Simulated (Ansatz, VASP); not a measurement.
**Two plane-wave programs on Si2Sb**

The input POSCAR:

```
Si2Sb
1.0
    0.0000000000      3.0443747467      3.0443747467
    3.0443747467      0.0000000000      3.0443747467
    3.0443747467      3.0443747467      0.0000000000
Si Sb
2 1
Direct
    0.2500000000      0.2500000000      0.2500000000
    0.7500000000      0.7500000000      0.7500000000
    0.0000000000      0.0000000000      0.0000000000
```

The input INCAR.step1:

```
SYSTEM = Si2Sb
ALGO = Normal
EDIFF = 1E-4
ENCUT = 520
GGA = PE
ISMEAR = 0
LASPH = .True.
LCHARG = .False.
LREAL = .False.
LWAVE = .True.
NBANDS = 14
NELM = 60
PREC = Accurate
SIGMA = 0.1
```

The input INCAR.step2:

```
SYSTEM = Si2Sb
ALGO = Normal
EDIFF = 1E-6
ENCUT = 520
ISIF = 2
ISMEAR = 0
ISTART = 1
LASPH = .True.
LCHARG = .False.
LMIXTAU = .True.
LREAL = .False.
LWAVE = .False.
METAGGA = R2SCAN
NBANDS = 14
NELM = 60
PREC = Accurate
SIGMA = 0.1
```

The input KPOINTS:

```
k-points
0
Gamma
  6 6 6
  0 0 0
```

Input for Ansatz:

```yaml
crystal:
  lattice:
    - [0.0, 3.0443747467, 3.0443747467]
    - [3.0443747467, 0.0, 3.0443747467]
    - [3.0443747467, 3.0443747467, 0.0]
  atoms:
    - { symbol: Si, position: [0.25, 0.25, 0.25] }
    - { symbol: Si, position: [0.75, 0.75, 0.75] }
    - { symbol: Sb, position: [0.0, 0.0, 0.0] }
basis:
  ecutwfc: 500
kpoints:
  mp_grid: { grid: [6, 6, 6] }
hamiltonian:
  xc: r2scan
scf:
  occupations: { method: gaussian, width: 0.1 }
  lower_state_search: "off"
output:
  forces: true
  stress: true
  eigenvalues: true
```

Alike in both runs: task single point; functional r2SCAN; k mesh 6 × 6 × 6; occupations gaussian, width 0.1 eV; no spin polarisation.

|  | VASP | Ansatz |
| --- | --- | --- |
| version | VASP 6.6.1 | Ansatz 0.2.0 |
| potentials or method | VASP PAW PBE potentials, release 64 (Si, Sb), cutoff 520 eV | scalar-relativistic, plane waves, PAW |
| valence electrons in the cell | 13 | 23 |

|  | VASP | Ansatz | Ansatz less VASP |
| --- | --- | --- | --- |
| gap on the k mesh at the Fermi level (eV) | none | none | - |
| pressure (GPa) | 20.4 | 19.7 | -0.70 |

VASP's potentials were made for PBE, not for r2SCAN. A gap of «none» marks a metal or a gap that the smearing closes. With one functional, cell and mesh, what is left measures potentials, basis and numerics. VASP's potentials hold 13 valence electrons a cell and Ansatz's 23, so a difference there can come from the potentials and not from the codes.

Neither program's run includes spin-orbit coupling.
